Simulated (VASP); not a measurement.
# Na3BPd (Pmm2) in VASP: relaxation of cell and atoms with PBE

Aim: the relaxation of cell and atoms of Na3BPd with PBE.

All numbers are computed with VASP 6.6.1; they aren't measurements. Logs are shortened: lines on timing, memory, paths and dates and some standing lists are left out, and cuts for length are marked.

### 1 The cell of the first run

Symmetry: Pmm2, No. 25, orthorhombic system. Conventional cell: a = 5.170 Å, b = 5.343 Å, c = 3.383 Å, α = 90.00°, β = 90.00°, γ = 90.00°. Within 3.7 Å of Na (site symmetry mm2) lie 2 Pd at 2.74 Å and 4 B at 2.94 to 3.44 Å and 10 Na at 3.07 to 3.60 Å. Na (site symmetry m) has 4 Na at 2.35 to 3.07 Å and 2 Pd at 3.04 Å and 2 B at 3.15 Å within 3.2 Å. B (site symmetry mm2) has 2 Pd at 1.57 to 1.82 Å within 2.1 Å. Pd (site symmetry mm2) has 2 B at 1.57 to 1.82 Å within 2.1 Å.

The cell was built from a structure type or drawn by symmetry, and may not be a known phase.

### 2 Relaxation of cell and atoms, PBE

INCAR reads:

```
SYSTEM = Na3BPd
  PREC = Accurate
  ENCUT = 600
  EDIFF = 1E-6
  ISMEAR = 0
  SIGMA = 0.1
  LREAL = .False.
  LASPH = .True.
  NELM = 100
  ALGO = Normal
  ISIF = 3
  LWAVE = .False.
  LCHARG = .False.
  GGA = PE
  IBRION = 2
  NSW = 90
  EDIFFG = -0.04
```

KPOINTS reads:

```
Automatic mesh
0
Gamma
  4 4 6
  0 0 0
```

POSCAR reads:

```
Na3BPd
1.0
    5.1696726800      0.0000000000      0.0000000000
    0.0000000000      5.3434344300      0.0000000000
    0.0000000000      0.0000000000      3.3829391500
Na B Pd
3 1 1
Direct
    0.5000000000      0.0000000000      0.7831119000
    0.0000000000      0.2201618900      0.1269944500
    0.0000000000      0.7798381100      0.1269944500
    0.5000000000      0.5000000000      0.4227295500
    0.5000000000      0.5000000000      0.9597991400
```

Potentials or basis: VASP PAW PBE potentials, release 64 (Na_pv, B, Pd).

Launch:

```sh
$ cat potpaw_PBE.64/Na_pv/POTCAR potpaw_PBE.64/B/POTCAR potpaw_PBE.64/Pd/POTCAR > POTCAR
$ mpirun -np 1 vasp_std > vasp.out
```

OUTCAR:

```text
SYSTEM = Na3BPd
   PREC = Accurate
   ENCUT = 600
   EDIFF = 1E-6
   ISMEAR = 0
   LREAL = .False.
   LASPH = .True.
   NELM = 100
   ISIF = 3
   GGA = PE
   IBRION = 2
   NSW = 90
   EDIFFG = -0.04

 ion  position               nearest neighbor table
   1  0.500  0.000  0.783-   5 2.74   5 2.74
   2  0.000  0.220  0.127-   3 2.35   5 3.04   5 3.04
   3  0.000  0.780  0.127-   2 2.35   5 3.04   5 3.04
   4  0.500  0.500  0.423-   5 1.57   5 1.82
   5  0.500  0.500  0.960-   4 1.57   4 1.82   1 2.74   1 2.74   3 3.04   2 3.04   2 3.04   3 3.04

  LATTYP: Found a simple orthorhombic cell.
 ALAT       =     3.3829391500
 B/A-ratio  =     1.5281601149
 C/A-ratio  =     1.5795242519

  Lattice vectors:

 A1 = (   0.0000000000,   0.0000000000,   3.3829391500)
 A2 = (   5.1696726800,   0.0000000000,   0.0000000000)
 A3 = (   0.0000000000,   5.3434344300,   0.0000000000)

Analysis of symmetry for initial positions (statically):
=====================================================================
 Subroutine PRICEL returns:
 Original cell was already a primitive cell.

 Routine SETGRP: Setting up the symmetry group for a
 simple orthorhombic supercell.

 Subroutine GETGRP returns: Found  4 space group operations
 (whereof  4 operations were pure point group operations)
 out of a pool of  8 trial point group operations.

The static configuration has the point symmetry C_2v.

Analysis of symmetry for dynamics (positions and initial velocities):
=====================================================================
 Subroutine PRICEL returns:
 Original cell was already a primitive cell.

 Routine SETGRP: Setting up the symmetry group for a
 simple orthorhombic supercell.

 Subroutine GETGRP returns: Found  4 space group operations
 (whereof  4 operations were pure point group operations)
 out of a pool of  8 trial point group operations.

The dynamic configuration has the point symmetry C_2v.

 Subroutine INISYM returns: Found  4 space group operations
 (whereof  4 operations are pure point group operations),
 and found     1 'primitive' translations

----------------------------------------------------------------------------------------

                                     Primitive cell

  volume of cell :      93.4497

  direct lattice vectors                    reciprocal lattice vectors
     5.169672680  0.000000000  0.000000000     0.193435844  0.000000000  0.000000000
     0.000000000  5.343434430  0.000000000     0.000000000  0.187145555  0.000000000
     0.000000000  0.000000000  3.382939150     0.000000000  0.000000000  0.295600942

  length of vectors
     5.169672680  5.343434430  3.382939150     0.193435844  0.187145555  0.295600942

  position of ions in fractional coordinates (direct lattice)
     0.500000000  0.000000000  0.783111900
     0.000000000  0.220161890  0.126994450
     0.000000000  0.779838110  0.126994450
     0.500000000  0.500000000  0.422729550
     0.500000000  0.500000000  0.959799140

  ion indices of the primitive-cell ions
   primitive index   ion index
                 1           1
                 2           2
                 3           3
                 4           4
                 5           5

----------------------------------------------------------------------------------------

 KPOINTS: Automatic mesh

Automatic generation of k-mesh.
 Grid dimensions read from file:
 generate k-points for:    4    4    6

 Generating k-lattice:

  Cartesian coordinates                     Fractional coordinates (reciprocal lattice)
     0.048358961  0.000000000  0.000000000     0.250000000  0.000000000  0.000000000
     0.000000000  0.046786389  0.000000000     0.000000000  0.250000000  0.000000000
     0.000000000  0.000000000  0.049266824     0.000000000  0.000000000  0.166666667

  Length of vectors
     0.048358961  0.046786389  0.049266824

  Shift w.r.t. Gamma in fractional coordinates (k-lattice)
     0.000000000  0.000000000  0.000000000

 Subroutine IBZKPT returns following result:
 ===========================================

 Found     36 irreducible k-points:

 Following reciprocal coordinates:
            Coordinates               Weight
  0.000000  0.000000  0.000000      1.000000
  0.250000  0.000000  0.000000      2.000000
  0.500000  0.000000  0.000000      1.000000
  0.000000  0.250000  0.000000      2.000000
  0.250000  0.250000  0.000000      4.000000
  0.500000  0.250000  0.000000      2.000000
[... 16 lines left out ...]
  0.250000  0.250000  0.333333      8.000000
  0.500000  0.250000  0.333333      4.000000
 [... further k-points ...]
   k-points           NKPTS =     36   k-points in BZ     NKDIM =     36   number of bands    NBANDS=     21
   number of dos      NEDOS =    301   number of ions     NIONS =      5
   total plane-waves  NPLWV =  56448
   dimension x,y,z NGX =    42 NGY =   48 NGZ =   28
   dimension x,y,z NGXF=    84 NGYF=   96 NGZF=   56
   ions per type =               3   1   1
   NGX,Y,Z   is equivalent  to a cutoff of  13.51, 14.93, 13.76 a.u.
   NGXF,Y,Z  is equivalent  to a cutoff of  27.01, 29.87, 27.52 a.u.
 SYSTEM =  Na3BPd
   PREC   = accura    normal or accurate (medium, high low for compatibility)
   ISTART =      0    job   : 0-new  1-cont  2-samecut
   ICHARG =      2    charge: 1-file 2-atom 10-const
   ISPIN  =      1    spin polarized calculation?
   LNONCOLLINEAR =      F non collinear calculations
   LSORBIT =      F    spin-orbit coupling
   LASPH  =      T    aspherical Exc in radial PAW
   ENCUT  =  600.0 eV  44.10 Ry    6.64 a.u.  10.33 10.67  6.76*2*pi/ulx,y,z
   NELM   =    100;   NELMIN=  2; NELMDL= -5     # of ELM steps
   EDIFF  = 0.1E-05   stopping-criterion for ELM
   LREAL  =      F    real-space projection
   EDIFFG = -.4E-01   stopping-criterion for IOM
   NSW    =     90    number of steps for IOM
   IBRION =      2    ionic relax: 0-MD 1-quasi-New 2-CG
   NFREE  =      1    steps in history (QN), initial steepest desc. (CG)
   ISIF   =      3    stress and relaxation
   ISYM   =      2    0-nonsym 1-usesym 2-fastsym
   POTIM  = 0.5000    time-step for ionic-motion
   TEBEG  =    0.0;   TEEND  =   0.0 temperature during run
   PSTRESS=    0.0 pullay stress
   NELECT =      34.0000    total number of electrons
   NUPDOWN=      -1.0000    fix difference up-down
   EMIN   =  10.00;   EMAX   =-10.00  energy-range for DOS
   EFERMI =   0.00;   METHOD = LEGACY
   ISMEAR =     0;   SIGMA  =   0.10  broadening in eV -4-tet -1-fermi 0-gaus
   EFERMI_NEDOS =   21; number of points for ismear=-14 and -15
   IALGO  =     38    algorithm
   IMIX   =      4    mixing-type and parameters
     AMIX     =   0.40;   BMIX     =  1.00
     AMIX_MAG =   1.60;   BMIX_MAG =  1.00
  volume/ion in A,a.u.               =      18.69       126.13
  Fermi-wavevector in a.u.,A,eV,Ry     =   1.168715  2.208551 18.584122  1.365894
  Thomas-Fermi vector in A             =   2.305198
   LORBIT       =      0    0 simple, 1 ext, 2 COOP (PROOUT), +10 PAW based schemes
   GGA     = PE    functional components
   LHFCALC =     F    Hartree Fock is set to
   AEXX    =    0.0000 exact exchange contribution
   IVDW    =     0    specifies the selected vdW correction
   LEPSILON=     F    determine dielectric tensor
   LRPA    =     F    only Hartree local field effects (RPA)
 conjugate gradient relaxation of ions
 non-spin polarized calculation
 Gauss-broadening in eV      SIGMA  =   0.10
  energy-cutoff  :      600.00
  volume of cell :       93.45
 maximum number of plane-waves:      3144
 NGX is ok and might be reduce to    42
   NGX = 21   NGY = 21   NGZ = 13

--------------------------------------- Ionic step        1  -------------------------------------------

 number of electron      34.0000013 magnetization

 Free energy of the ion-electron system (eV)
  ---------------------------------------------------
  ext. energy  EPLUGINS =         0.00000000
  ---------------------------------------------------
  free energy    TOTEN  =       -11.04763128 eV

  energy without entropy =      -11.04056526  energy(sigma->0) =      -11.04409827

------------------------ aborting loop because EDIFF is reached ----------------------------------------

  FORCE on cell =-STRESS in cart. coord.  units (eV):
  Direction    XX          YY          ZZ          XY          YZ          ZX
  --------------------------------------------------------------------------------------
  -------------------------------------------------------------------------------------
  Total        2.3932903      6.5641530     33.0619438      0.0000000      0.0000000      0.0000000
  in kB       41.0325258    112.5412053    566.8409919      0.0000000      0.0000000      0.0000000
  external PRESSURE =     240.1382410 kB  Pullay stress =       0.0000000 kB
[... 98 lines left out ...]
  FREE ENERGIE OF THE ION-ELECTRON SYSTEM (eV)
  ---------------------------------------------------
  free  energy   TOTEN  =       -12.0912943625 eV

  energy  without entropy=      -12.0822020944  energy(sigma->0) =      -12.08674823

[... ionic steps 4 to 52 ...]

--------------------------------------- Ionic step       53  -------------------------------------------

 number of electron      33.9999987 magnetization

------------------------ aborting loop because EDIFF is reached ----------------------------------------

  FORCE on cell =-STRESS in cart. coord.  units (eV):
  Direction    XX          YY          ZZ          XY          YZ          ZX
  --------------------------------------------------------------------------------------
  -------------------------------------------------------------------------------------
  Total       -0.0145595      0.0372381      0.0759645      0.0000000      0.0000000      0.0000000
  in kB       -0.1972383      0.5044651      1.0290930      0.0000000      0.0000000      0.0000000
  external PRESSURE =       0.4454399 kB  Pullay stress =       0.0000000 kB
[... 63 lines left out ...]
  energy  without entropy=      -14.8145854839  energy(sigma->0) =      -14.82072922

--------------------------------------- Ionic step       55  -------------------------------------------

 number of electron      34.0000001 magnetization

 Free energy of the ion-electron system (eV)
  ---------------------------------------------------
  ext. energy  EPLUGINS =         0.00000000
  ---------------------------------------------------
  free energy    TOTEN  =       -14.82833840 eV

  energy without entropy =      -14.81591389  energy(sigma->0) =      -14.82212614

 E-fermi :   1.8629     XC(G=0):  -8.0041

 val. band max:        1.8524319060   @ k =   0.5000   0.5000   0.1667
 cond. band min:       1.8629859262   @ k =   0.5000   0.5000   0.3333
 fundamental gap:      0.0105540202
 Fermi energy:         1.8628938467

 k-point     1 :       0.0000    0.0000    0.0000
  band No.  band energies     occupation
      1     -22.7601      2.00000
      2     -22.7575      2.00000
      3     -22.7436      2.00000
      4     -22.6558      2.00000
      5     -22.5811      2.00000
      6     -22.5682      2.00000
[... 550 lines left out ...]
      5     -22.5867      2.00000
      6     -22.5790      2.00000
[... 13 lines left out ...]
     20       4.4183      0.00000
     21       5.0191      0.00000

 [... further k-points ...]

------------------------ aborting loop because EDIFF is reached ----------------------------------------

  FORCE on cell =-STRESS in cart. coord.  units (eV):
  Direction    XX          YY          ZZ          XY          YZ          ZX
  --------------------------------------------------------------------------------------
  -------------------------------------------------------------------------------------
  Total       -0.0864722     -0.0525083      0.1518737      0.0000000      0.0000000      0.0000000
  in kB       -1.1694722     -0.7101357      2.0539781      0.0000000      0.0000000      0.0000000
  external PRESSURE =       0.0581234 kB  Pullay stress =       0.0000000 kB
[... 20 lines left out ...]
  FREE ENERGIE OF THE ION-ELECTRON SYSTEM (eV)
  ---------------------------------------------------
  free  energy   TOTEN  =       -14.8283383991 eV

  energy  without entropy=      -14.8159138864  energy(sigma->0) =      -14.82212614

 reached required accuracy - stopping structural energy minimisation
```

Wall time 23 min (1 thread of Intel Xeon Platinum 8488C (Sapphire Rapids), shared host); peak memory 0.3 GiB.

Results:

* Free energy: -14.8283 eV
* Relaxed volume: 23.69 Å³/atom
* Relaxed cell: a = 4.799 Å, b = 6.139 Å, c = 4.021 Å, α = 90.00°, β = 90.00°, γ = 90.00°
* Space group after relaxing (to 0.1 Å): Pmm2 (No. 25)
* Pressure after relaxing: 0.0 GPa
* Largest force after relaxing: 0.039 eV/Å
* Band gap on the k mesh: zero (bands 17 and 18 overlap by 1.55 eV)

Forces in eV/Å, atoms in the order of the input:
```
Na   0.000  0.000 -0.022
Na   0.000 -0.019  0.034
Na   0.000  0.019  0.034
B    0.000  0.000 -0.027
Pd   0.000  0.000 -0.020
```

Stress tensor (GPa, compression positive):
```
-0.12  0.00  0.00
 0.00 -0.07  0.00
 0.00  0.00  0.21
```

Final structure:
```
Na B Pd
1.0
     4.79889    0.00000    0.00000
     0.00000    6.13898    0.00000
     0.00000    0.00000    4.02125
Na B Pd
3 1 1
Direct
  0.50000 0.00000 0.73648
  0.00000 0.27928 0.23496
  0.00000 0.72072 0.23496
  0.50000 0.50000 0.35729
  0.50000 0.50000 0.85594
```

Caveat: the volume moved by over 15 % at a fixed basis, so the end points are rough.
